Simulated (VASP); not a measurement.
## MgO: single point with PBEsol

The system is MgO.

```xyz
8
Lattice="3.2506 0.0000 0.0000 -1.6253 2.8151 0.0000 0.0000 0.0000 10.3863" Properties=species:S:1:pos:R:3 pbc="T T T"
Mg   -0.0053    1.8543   10.0839
Mg    0.0188   -0.0149    2.2876
Mg   -0.0118    0.0020    7.4825
Mg    1.5751    0.9349    4.9230
O     0.0192    1.8300    8.1196
O     0.0163   -0.0135    5.4937
O     0.0086    0.0826    0.2833
O     1.6547    0.9749    2.8490
```

```
Program                : VASP 6.6.1
Task                   : single point
Functional             : PBEsol
Potentials or basis    : VASP PAW PBE potentials, release 64 (Mg, O)
Cutoff                 : 520 eV
k mesh                 : 2 × 2 × 1, shifted
Occupations            : gaussian, width 0.01 eV
Spin                   : no spin polarisation
Dipole correction      : no
Further INCAR settings : ALGO = Normal; EDIFF = 1e-06; NBANDS = 26
```

```json
{"Pressure": "0.7 GPa", "Largest force": "1.368 eV/Å", "Band gap on the k mesh": "5.56 eV, direct"}
```

Forces on the atoms (eV/Å):
```
Mg   0.094  1.198 -0.192
Mg   0.057  0.612 -0.345
Mg   0.222 -0.444  0.427
Mg   0.697  0.016 -1.042
O   -0.221  0.487 -0.457
O   -0.634  0.031  0.275
O   -0.070 -1.317  0.364
O   -0.145 -0.583  0.970
```

Stress tensor (GPa, compression positive):
```
-1.93  0.92 -0.71
 0.92  4.15 -1.06
-0.71 -1.06  0.02
```

Levels at points of the mesh, in eV from the valence-band top:
```
           k point  band 13  band 14  band 15  band 16  band 17  band 18  band 19  band 20
(0.25, 0.25, 0.00)    -0.78    -0.52    -0.41    -0.18     7.22     7.74     7.87     8.33
```

Wall time 23 s on 1 thread of Intel Xeon 8259CL, on a shared host, peak memory 0.2 GiB.

Caveat: the k points lie up to 1.12 Å⁻¹ apart; the PAW data sets were made with another functional, which shifts forces and pressure a little. A k mesh can miss the band edges.
